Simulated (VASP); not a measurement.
# NaScSe2 (P4/mmm) in VASP: settings compared

Aim: see how the results for NaScSe2 move with the level of theory and the settings. Levels: PBE, r2SCAN. Tasks: single point, relaxation of cell and atoms.

Program: VASP 6.6.1. These are calculated values, not measurements. Logs are shortened: lines on timing, memory, paths and dates and some standing lists are left out, and cuts for length are marked.

### 1 The cell of the first run

The structure is tetragonal, space group P4/mmm (No. 123). Conventional cell: a = 4.005 Å, b = 4.005 Å, c = 5.428 Å, α = 90.00°, β = 90.00°, γ = 90.00°. Within 3.6 Å of Na (site symmetry 4/mmm) lie 6 Se at 2.71 to 2.83 Å. Within 3.6 Å of Se (site symmetry 4/mmm) lie 2 Na at 2.71 Å and 4 Sc at 2.83 Å. Within 3.6 Å of Se (site symmetry 4/mmm) lie 2 Sc at 2.71 Å and 4 Na at 2.83 Å. Within 3.6 Å of Sc (site symmetry 4/mmm) lie 6 Se at 2.71 to 2.83 Å.

### 2 Single point, PBE

File INCAR:

```
ALGO = Normal ; EDIFF = 1E-6
ENCUT = 520 ; GGA = PE
ISIF = 2 ; ISMEAR = -1
LASPH = True ; LCHARG = False
LREAL = False ; LWAVE = False
NBANDS = 23 ; NELM = 80
PREC = Accurate ; SIGMA = 0.02
```

File KPOINTS:

```
k-points
0
Gamma
  6 6 6
```

File POSCAR:

```
NaScSe2
1.0
    4.0046071643      0.0000000000      0.0000000000
    0.0000000000      4.0046071643      0.0000000000
    0.0000000000      0.0000000000      5.4275684717
Na Se Sc
1 2 1
Direct
    0.0000000000      0.0000000000      0.0000000000
    0.0000000000      0.0000000000      0.5000000000
    0.5000000000      0.5000000000      0.0000000000
    0.5000000000      0.5000000000      0.5000000000
```

Potentials or basis: VASP PAW PBE potentials, release 64 (Na_pv, Se, Sc_sv).

Started as:

```
cat potpaw_PBE.64/Na_pv/POTCAR potpaw_PBE.64/Se/POTCAR potpaw_PBE.64/Sc_sv/POTCAR > POTCAR
mpirun -np 1 vasp_std > vasp.out
```

OUTCAR:

```text
EDIFF = 1E-6
   ENCUT = 520
   GGA = PE
   ISIF = 2
   ISMEAR = -1
   LASPH = True
   LREAL = False
   NELM = 80
   PREC = Accurate

 ion  position               nearest neighbor table
   1  0.000  0.000  0.000-   2 2.71   2 2.71
   2  0.000  0.000  0.500-   1 2.71   1 2.71   4 2.83   4 2.83   4 2.83   4 2.83
   3  0.500  0.500  0.000-   4 2.71   4 2.71
   4  0.500  0.500  0.500-   3 2.71   3 2.71   2 2.83   2 2.83   2 2.83   2 2.83

  LATTYP: Found a simple tetragonal cell.
 ALAT       =     4.0046071643
 C/A-ratio  =     1.3553310597

  Lattice vectors:

 A1 = (   4.0046071643,   0.0000000000,   0.0000000000)
 A2 = (   0.0000000000,   4.0046071643,   0.0000000000)
 A3 = (   0.0000000000,   0.0000000000,   5.4275684717)

Analysis of symmetry for initial positions (statically):
=====================================================================
 Subroutine PRICEL returns:
 Original cell was already a primitive cell.

 Routine SETGRP: Setting up the symmetry group for a
 simple tetragonal supercell.

 Subroutine GETGRP returns: Found 16 space group operations
 (whereof 16 operations were pure point group operations)
 out of a pool of 16 trial point group operations.

The static configuration has the point symmetry D_4h.

Analysis of symmetry for dynamics (positions and initial velocities):
=====================================================================
 Subroutine PRICEL returns:
 Original cell was already a primitive cell.

 Routine SETGRP: Setting up the symmetry group for a
 simple tetragonal supercell.

 Subroutine GETGRP returns: Found 16 space group operations
 (whereof 16 operations were pure point group operations)
 out of a pool of 16 trial point group operations.

The dynamic configuration has the point symmetry D_4h.

 Subroutine INISYM returns: Found 16 space group operations
 (whereof 16 operations are pure point group operations),
 and found     1 'primitive' translations

----------------------------------------------------------------------------------------

                                     Primitive cell

  volume of cell :      87.0413

  direct lattice vectors                    reciprocal lattice vectors
     4.004607164  0.000000000  0.000000000     0.249712384  0.000000000  0.000000000
     0.000000000  4.004607164  0.000000000     0.000000000  0.249712384  0.000000000
     0.000000000  0.000000000  5.427568472     0.000000000  0.000000000  0.184244566

  length of vectors
     4.004607164  4.004607164  5.427568472     0.249712384  0.249712384  0.184244566

  position of ions in fractional coordinates (direct lattice)
     0.000000000  0.000000000  0.000000000
     0.000000000  0.000000000  0.500000000
     0.500000000  0.500000000  0.000000000
     0.500000000  0.500000000  0.500000000

  ion indices of the primitive-cell ions
   primitive index   ion index
                 1           1
                 2           2
                 3           3
                 4           4

----------------------------------------------------------------------------------------

 KPOINTS: k-points

Automatic generation of k-mesh.
 Grid dimensions read from file:
 generate k-points for:    6    6    6

 Generating k-lattice:

  Cartesian coordinates                     Fractional coordinates (reciprocal lattice)
     0.041618731  0.000000000  0.000000000     0.166666667  0.000000000  0.000000000
     0.000000000  0.041618731  0.000000000     0.000000000  0.166666667  0.000000000
     0.000000000  0.000000000  0.030707428     0.000000000  0.000000000  0.166666667

  Length of vectors
     0.041618731  0.041618731  0.030707428

  Shift w.r.t. Gamma in fractional coordinates (k-lattice)
     0.000000000  0.000000000  0.000000000

 Subroutine IBZKPT returns following result:
 ===========================================

 Found     40 irreducible k-points:

 Following reciprocal coordinates:
            Coordinates               Weight
  0.000000  0.000000  0.000000      1.000000
  0.166667  0.000000  0.000000      4.000000
  0.333333  0.000000  0.000000      4.000000
  0.500000  0.000000  0.000000      2.000000
  0.166667  0.166667  0.000000      4.000000
  0.333333  0.166667  0.000000      8.000000
[... 16 lines left out ...]
  0.333333  0.000000  0.333333      8.000000
  0.500000  0.000000  0.333333      4.000000
 [... further k-points ...]
   k-points           NKPTS =     40   k-points in BZ     NKDIM =     40   number of bands    NBANDS=     23
   number of dos      NEDOS =    301   number of ions     NIONS =      4
   total plane-waves  NPLWV =  36000
   dimension x,y,z NGX =    30 NGY =   30 NGZ =   40
   dimension x,y,z NGXF=    60 NGYF=   60 NGZF=   80
   ions per type =               1   2   1
   NGX,Y,Z   is equivalent  to a cutoff of  12.45, 12.45, 12.25 a.u.
   NGXF,Y,Z  is equivalent  to a cutoff of  24.91, 24.91, 24.50 a.u.
 SYSTEM =  unknown system
   PREC   = accura    normal or accurate (medium, high low for compatibility)
   ISTART =      0    job   : 0-new  1-cont  2-samecut
   ICHARG =      2    charge: 1-file 2-atom 10-const
   ISPIN  =      1    spin polarized calculation?
   LNONCOLLINEAR =      F non collinear calculations
   LSORBIT =      F    spin-orbit coupling
   LASPH  =      T    aspherical Exc in radial PAW
   ENCUT  =  520.0 eV  38.22 Ry    6.18 a.u.   7.45  7.45 10.09*2*pi/ulx,y,z
   NELM   =     80;   NELMIN=  2; NELMDL= -5     # of ELM steps
   EDIFF  = 0.1E-05   stopping-criterion for ELM
   LREAL  =      F    real-space projection
   EDIFFG = 0.1E-04   stopping-criterion for IOM
   NSW    =      0    number of steps for IOM
   IBRION =     -1    ionic relax: 0-MD 1-quasi-New 2-CG
   NFREE  =      0    steps in history (QN), initial steepest desc. (CG)
   ISIF   =      2    stress and relaxation
   ISYM   =      2    0-nonsym 1-usesym 2-fastsym
   POTIM  = 0.5000    time-step for ionic-motion
   TEBEG  =    0.0;   TEEND  =   0.0 temperature during run
   PSTRESS=    0.0 pullay stress
   NELECT =      30.0000    total number of electrons
   NUPDOWN=      -1.0000    fix difference up-down
   EMIN   =  10.00;   EMAX   =-10.00  energy-range for DOS
   EFERMI =   0.00;   METHOD = LEGACY
   ISMEAR =    -1;   SIGMA  =   0.02  broadening in eV -4-tet -1-fermi 0-gaus
   EFERMI_NEDOS =   21; number of points for ismear=-14 and -15
   IALGO  =     38    algorithm
   IMIX   =      4    mixing-type and parameters
     AMIX     =   0.40;   BMIX     =  1.00
     AMIX_MAG =   1.60;   BMIX_MAG =  1.00
  volume/ion in A,a.u.               =      21.76       146.85
  Fermi-wavevector in a.u.,A,eV,Ry     =   1.147819  2.169064 17.925529  1.317489
  Thomas-Fermi vector in A             =   2.284497
   LORBIT       =      0    0 simple, 1 ext, 2 COOP (PROOUT), +10 PAW based schemes
   GGA     = PE    functional components
   LHFCALC =     F    Hartree Fock is set to
   AEXX    =    0.0000 exact exchange contribution
   IVDW    =     0    specifies the selected vdW correction
   LEPSILON=     F    determine dielectric tensor
   LRPA    =     F    only Hartree local field effects (RPA)
 non-spin polarized calculation
  energy-cutoff  :      520.00
  volume of cell :       87.04
 maximum number of plane-waves:      2389
 NGX is ok and might be reduce to    30
   NGX = 15   NGY = 15   NGZ = 21

 number of electron      29.9999983 magnetization

 Free energy of the ion-electron system (eV)
  ---------------------------------------------------
  ext. energy  EPLUGINS =         0.00000000
  ---------------------------------------------------
  free energy    TOTEN  =       -20.04909390 eV

  energy without entropy =      -20.04841529  energy(sigma->0) =      -20.04875459

 E-fermi :   3.1312     XC(G=0):  -9.5320

 val. band max:        3.1218081282   @ k =   0.0000   0.0000   0.0000
 cond. band min:       3.1362043114   @ k =   0.0000   0.0000   0.1667
 fundamental gap:      0.0143961832
 Fermi energy:         3.1311911363

 k-point     1 :       0.0000    0.0000    0.0000
  band No.  band energies     occupation
      1     -47.1971      2.00000
      2     -25.8236      2.00000
      3     -25.8236      2.00000
      4     -25.6832      2.00000
      5     -19.2813      2.00000
      6     -19.2355      2.00000
[... 15 lines left out ...]
     22       7.9687      0.00000
     23       9.4445      0.00000

 k-point     2 :       0.1667    0.0000    0.0000
  band No.  band energies     occupation
      1     -47.1967      2.00000
      2     -25.8311      2.00000
      3     -25.8225      2.00000
      4     -25.6826      2.00000
      5     -19.2810      2.00000
      6     -19.2399      2.00000
[... 15 lines left out ...]
     22       8.5580      0.00000
     23      10.0335      0.00000

 k-point     3 :       0.3333    0.0000    0.0000
  band No.  band energies     occupation
      1     -47.1961      2.00000
      2     -25.8462      2.00000
      3     -25.8203      2.00000
      4     -25.6815      2.00000
      5     -19.2804      2.00000
      6     -19.2488      2.00000
[... 15 lines left out ...]
     22       9.4229      0.00000
     23      10.6289      0.00000

 k-point     4 :       0.5000    0.0000    0.0000
  band No.  band energies     occupation
      1     -47.1957      2.00000
      2     -25.8537      2.00000
      3     -25.8192      2.00000
      4     -25.6809      2.00000
      5     -19.2801      2.00000
      6     -19.2532      2.00000
[... 15 lines left out ...]
     22       9.9844      0.00000
     23      10.3319      0.00000

 k-point     5 :       0.1667    0.1667    0.0000
  band No.  band energies     occupation
      1     -47.1964      2.00000
      2     -25.8304      2.00000
      3     -25.8294      2.00000
      4     -25.6821      2.00000
      5     -19.2807      2.00000
      6     -19.2398      2.00000
[... 434 lines left out ...]
 k-point    22 :       0.1667    0.0000    0.3333
  band No.  band energies     occupation
      1     -47.1967      2.00000
      2     -25.8311      2.00000
      3     -25.8224      2.00000
      4     -25.6843      2.00000
      5     -19.2842      2.00000
      6     -19.2398      2.00000
[... 15 lines left out ...]
     22       9.1468      0.00000
     23      10.1700      0.00000

 k-point    23 :       0.3333    0.0000    0.3333
  band No.  band energies     occupation
      1     -47.1961      2.00000
      2     -25.8461      2.00000
      3     -25.8202      2.00000
      4     -25.6832      2.00000
      5     -19.2833      2.00000
      6     -19.2486      2.00000
[... 15 lines left out ...]
     22       8.8590      0.00000
     23      10.6506      0.00000

 k-point    24 :       0.5000    0.0000    0.3333
  band No.  band energies     occupation
      1     -47.1958      2.00000
      2     -25.8536      2.00000
      3     -25.8191      2.00000
      4     -25.6826      2.00000
      5     -19.2829      2.00000
      6     -19.2529      2.00000
[... 15 lines left out ...]
     22       8.4206      0.00000
     23      10.4707      0.00000

 [... further k-points ...]

------------------------ aborting loop because EDIFF is reached ----------------------------------------

  FORCE on cell =-STRESS in cart. coord.  units (eV):
  Direction    XX          YY          ZZ          XY          YZ          ZX
  --------------------------------------------------------------------------------------
  -------------------------------------------------------------------------------------
  Total        0.5270102      0.5270102      0.8009494      0.0000000      0.0000000      0.0000000
  in kB        9.7007311      9.7007311     14.7431582      0.0000000      0.0000000      0.0000000
  external PRESSURE =      11.3815401 kB  Pullay stress =       0.0000000 kB

 VOLUME and BASIS-vectors are now :
 -----------------------------------------------------------------------------
  energy-cutoff  :      520.00
  volume of cell :       87.04
      direct lattice vectors                 reciprocal lattice vectors
     4.004607164  0.000000000  0.000000000     0.249712384  0.000000000  0.000000000
     0.000000000  4.004607164  0.000000000     0.000000000  0.249712384  0.000000000
     0.000000000  0.000000000  5.427568472     0.000000000  0.000000000  0.184244566

 POSITION                                       TOTAL-FORCE (eV/Angst)
 -----------------------------------------------------------------------------------
      0.00000      0.00000      0.00000         0.000000      0.000000      0.000000
      0.00000      0.00000      2.71378         0.000000      0.000000      0.000000
      2.00230      2.00230      0.00000         0.000000      0.000000      0.000000
      2.00230      2.00230      2.71378         0.000000      0.000000      0.000000
 -----------------------------------------------------------------------------------
    total drift:                                0.000000      0.000000      0.000000

  FREE ENERGIE OF THE ION-ELECTRON SYSTEM (eV)
  ---------------------------------------------------
  free  energy   TOTEN  =       -20.0490938954 eV

  energy  without entropy=      -20.0484152886  energy(sigma->0) =      -20.04875459
```

It took 98 s on 1 thread of Oxide Virtual Turin-like, shared host; peak memory 0.2 GiB.

What came out:

| Item | Value |
| --- | --- |
| Free energy | -20.0491 eV |
| Pressure | 1.1 GPa |
| Band gap on the k mesh | zero (bands 15 and 16 overlap by 0.05 eV) |

Caveat: semilocal functionals underestimate gaps, and a narrow one can read as zero.

### 3 Single point, r2SCAN

POSCAR is that of step 2.

File INCAR.step1:

```
ALGO = Normal
EDIFF = 1E-4
ENCUT = 520
GGA = PE
ISMEAR = -1
LASPH = True
LCHARG = False
LREAL = False
LWAVE = True
NBANDS = 23
NELM = 80
PREC = Accurate
SIGMA = 0.02
```

File INCAR.step2:

```
ALGO = Normal
EDIFF = 1E-7
ENCUT = 520
ISIF = 2
ISMEAR = -1
ISTART = 1
LASPH = True
LCHARG = False
LMIXTAU = True
LREAL = False
LWAVE = False
METAGGA = R2SCAN
NBANDS = 23
NELM = 80
PREC = Accurate
SIGMA = 0.02
```

File KPOINTS:

```
k-points
0
Gamma
  6 6 4
```

Potentials or basis: VASP PAW PBE potentials, release 64 (Na_pv, Se, Sc_sv).

Started as:

```
cat potpaw_PBE.64/Na_pv/POTCAR potpaw_PBE.64/Se/POTCAR potpaw_PBE.64/Sc_sv/POTCAR > POTCAR
cp INCAR.step1 INCAR
mpirun -np 1 vasp_std > vasp.out
cp INCAR.step2 INCAR
mpirun -np 1 vasp_std > vasp.out
```

Wall time 6.8 min (1 thread of Oxide Virtual Turin-like, shared host); peak memory 0.2 GiB.

The run converged. Its results:

* Free energy: -50.0852 eV
* Pressure: 0.1 GPa
* Band gap on the k mesh: 0.17 eV

Stress tensor (GPa, compression positive):
```
0.01 0.00 0.00
0.00 0.01 0.00
0.00 0.00 0.19
```

Levels at points of the mesh, in eV from the valence-band top:
| k point | band 13 | band 14 | band 15 | band 16 | band 17 | band 18 |
| --- | --- | --- | --- | --- | --- | --- |
| (0.00, 0.00, 0.00) | -0.28 | 0.00 | 0.00 | 0.17 | 1.26 | 1.65 |
| (0.50, 0.00, 0.00) | -2.42 | -2.05 | -0.30 | 1.82 | 2.09 | 2.36 |
| (0.50, 0.50, 0.00) | -1.58 | -1.25 | -1.25 | 0.84 | 0.84 | 2.01 |
| (0.00, 0.00, 0.50) | -1.85 | -0.86 | -0.86 | 0.23 | 1.27 | 2.51 |
| (0.50, 0.00, 0.50) | -2.63 | -0.69 | -0.51 | 2.14 | 2.62 | 2.74 |
| (0.50, 0.50, 0.50) | -2.48 | -2.48 | -2.07 | 2.25 | 2.25 | 2.34 |

Caveat: semilocal functionals underestimate gaps, and a narrow one can read as zero; the PAW data sets were made with another functional, which shifts forces and pressure a little.

### 4 Single point, r2SCAN

POSCAR is that of step 3.

File INCAR.step1:

```
SYSTEM = NaScSe2
PREC = Accurate
ENCUT = 520
ISMEAR = -1
SIGMA = 0.02
LREAL = .False.
LASPH = .True.
NELM = 80
NBANDS = 23
GGA = PE
ALGO = Normal
EDIFF = 1E-4
LWAVE = .True.
LCHARG = .False.
```

File INCAR.step2:

```
SYSTEM = NaScSe2
PREC = Accurate
ENCUT = 520
EDIFF = 1E-6
ISMEAR = -1
SIGMA = 0.02
LREAL = .False.
LASPH = .True.
NELM = 80
ALGO = Normal
ISIF = 2
LWAVE = .False.
LCHARG = .True.
METAGGA = R2SCAN
LMIXTAU = .True.
LELF = .True.
LVHAR = .True.
NBANDS = 23
ISTART = 1
```

File KPOINTS:

```
Automatic mesh
0
Gamma
  6 6 6
  0 0 0
```

Started as:

```
cat potpaw_PBE.64/Na_pv/POTCAR potpaw_PBE.64/Se/POTCAR potpaw_PBE.64/Sc_sv/POTCAR > POTCAR
cp INCAR.step1 INCAR
mpirun -np 1 vasp_std > vasp.out
cp INCAR.step2 INCAR
mpirun -np 1 vasp_std > vasp.out
```

Wall time 6 min (1 thread of Oxide Virtual Turin-like, shared host); peak memory 0.21 GiB.

It converged, with:

```yaml
Free_energy: -50.0882 eV
Pressure: 0.1 GPa
Band_gap_on_the_k_mesh: 0.18 eV
```

Stress tensor (GPa, compression positive):
```
0.01 0.00 0.00
0.00 0.01 0.00
0.00 0.00 0.14
```

Levels at points of the mesh, in eV from the valence-band top:
```
           k point  band 12  band 13  band 14  band 15  band 16  band 17  band 18  band 19
(0.00, 0.00, 0.00)    -2.07    -0.28     0.00     0.00     0.18     1.27     1.66     1.66
(0.50, 0.00, 0.00)    -2.53    -2.42    -2.05    -0.30     1.83     2.09     2.37     2.56
(0.50, 0.50, 0.00)    -1.68    -1.58    -1.25    -1.25     0.85     0.85     2.01     2.34
(0.00, 0.00, 0.50)    -1.85    -1.85    -0.86    -0.86     0.24     1.28     2.52     2.70
(0.50, 0.00, 0.50)    -2.91    -2.63    -0.68    -0.51     2.15     2.62     2.75     4.29
(0.50, 0.50, 0.50)    -3.00    -2.48    -2.48    -2.06     2.26     2.26     2.35     2.39
```

Caveat: semilocal functionals underestimate gaps, and a narrow one can read as zero; the PAW data sets were made with another functional, which shifts forces and pressure a little.

(Continued in part 2 of 2.)
